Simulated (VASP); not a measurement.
The system is CoO.

```
CELL_PARAMETERS angstrom
2.57246 0.00000 0.00000
0.00000 2.57246 0.00000
0.00000 0.00000 2.57246
ATOMIC_POSITIONS crystal
Co 0.00000 0.00000 0.00000
O 0.50000 0.50000 0.50000
```

Base run:

- Program: VASP 6.6.1
- Functional: PBEsol
- Potentials or basis: VASP PAW PBE potentials, release 64 (Co, O)
- Cutoff: 520 eV
- k mesh: 16 × 16 × 16
- Occupations: gaussian, width 0.1 eV
- Spin: collinear spin, ferromagnetic start
- Starting moments: [0.5, 0.0] μB

Its results: pressure -0.4 GPa; site moments Co +2.48; O +0.46 μB.

Q: After a change of settings the same cell gave: pressure -15.3 GPa; site moments Co +0.49; O +0.01 μB. Which change was it?
A. moments at the start from [0.5, 0.0] to [4.5, 0.0]
B. moments at the start from [0.5, 0.0] to [0.54, 0.01]; fixed moment from none to 0.5 μB
C. moments at the start from [0.5, 0.0] to [3.0, 0.0]
D. moments at the start from [0.5, 0.0] to [1.04, 0.05]; fixed moment from none to 1 μB

A: B.

Caveats: the PAW data sets were made with another functional, which shifts forces and pressure a little; a cell with one magnetic atom can't hold antiferromagnetic order, which such compounds often take; the total moment is fixed, so each spin has its own Fermi level (some runs).
